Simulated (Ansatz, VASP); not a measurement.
AlNi3: VASP beside Ansatz

INCAR

```
SYSTEM = AlNi3
PREC     = Accurate       ! precision mode
ENCUT    = 520            ! plane-wave cutoff, eV
EDIFF    = 1E-6           ! SCF threshold, eV
ISMEAR   = 0              ! smearing method
SIGMA    = 0.15           ! smearing width, eV
LREAL    = .FALSE.        ! projectors in reciprocal space
LASPH    = .TRUE.         ! aspherical terms in the spheres
NELM     = 150            ! most SCF steps
ALGO     = Normal         ! electronic algorithm
ISIF     = 2              ! what is computed and relaxed
LWAVE    = .FALSE.        ! write WAVECAR
LCHARG   = .TRUE.         ! write CHGCAR
ISPIN    = 2              ! spin polarisation
MAGMOM   = 0 0.3 0.3 0.3  ! initial moments
LORBIT   = 11             ! projections on sites
LMAXMIX  = 4              ! l up to which the mixer works
GGA      = PE             ! functional
LELF     = .TRUE.         ! ELF
LVHAR    = .TRUE.       
NBANDS   = 28             ! bands
```

Contents of KPOINTS:

```
regular mesh
0
G
  14 14 14
  0 0 0
```

File POSCAR:

```
AlNi3
1.0
    3.8520132031      0.0000000000      0.0000000000
    0.0000000000      3.8520132031      0.0000000000
    0.0000000000      0.0000000000      3.5666788918
Al Ni
1 3
Direct
    0.0000000000      0.0000000000      0.0000000000
    0.0000000000      0.5000000000      0.5000000000
    0.5000000000      0.0000000000      0.5000000000
    0.5000000000      0.5000000000      0.0000000000
```

Input for Ansatz:

```yaml
crystal:
  lattice:
    - [3.8520132031, 0.0, 0.0]
    - [0.0, 3.8520132031, 0.0]
    - [0.0, 0.0, 3.5666788918]
  atoms:
    - { symbol: Al, position: [0.0, 0.0, 0.0] }
    - { symbol: Ni, position: [0.0, 0.5, 0.5], spin: 0.3 }
    - { symbol: Ni, position: [0.5, 0.0, 0.5], spin: 0.3 }
    - { symbol: Ni, position: [0.5, 0.5, 0.0], spin: 0.3 }
basis:
  ecutwfc: 420
kpoints:
  mp_grid: { grid: [14, 14, 14] }
hamiltonian:
  xc: pbe
scf:
  occupations: { method: gaussian, width: 0.15 }
output:
  forces: true
  stress: true
  eigenvalues: true
  populations: true
magnetization:
  spin_polarized: true
```

Change from the starting cell: strain +0.080 along x and y, +0.000 along z, atoms carried along.

Alike in both runs: task single point; functional PBE; k mesh 14 × 14 × 14; occupations gaussian, width 0.15 eV; collinear spin.

|  | VASP | Ansatz |
| --- | --- | --- |
| version | VASP 6.6.1 | Ansatz 0.2.0 |
| potentials or method | VASP PAW PBE potentials, release 64 (Al, Ni), cutoff 520 eV | scalar-relativistic, plane waves, PAW |
| valence electrons in the cell | 33 | 57 |

VASP gave:

- gap on the k mesh at the Fermi level (eV): none
- pressure (GPa): -19.2
- traceless stress, the component that is largest in VASP (GPa): 2.43
- net moment per atom (μB): 0.17
- size of the moment on the site where the two differ most (μB): 0.23

Estimate Ansatz's values.

gap on the k mesh at the Fermi level (eV): none; pressure (GPa): -19.4; traceless stress, the component that is largest in VASP (GPa): 2.55; net moment per atom (μB): 0.18; size of the moment on the site where the two differ most (μB): 0.25.

Site moments also hang on the region over which each program counts them. A gap of «none» marks a metal or a gap that the smearing closes. With one functional, cell and mesh, what is left measures potentials, basis and numerics. VASP's potentials hold 33 valence electrons a cell and Ansatz's 57, so a difference there can come from the potentials and not from the codes.
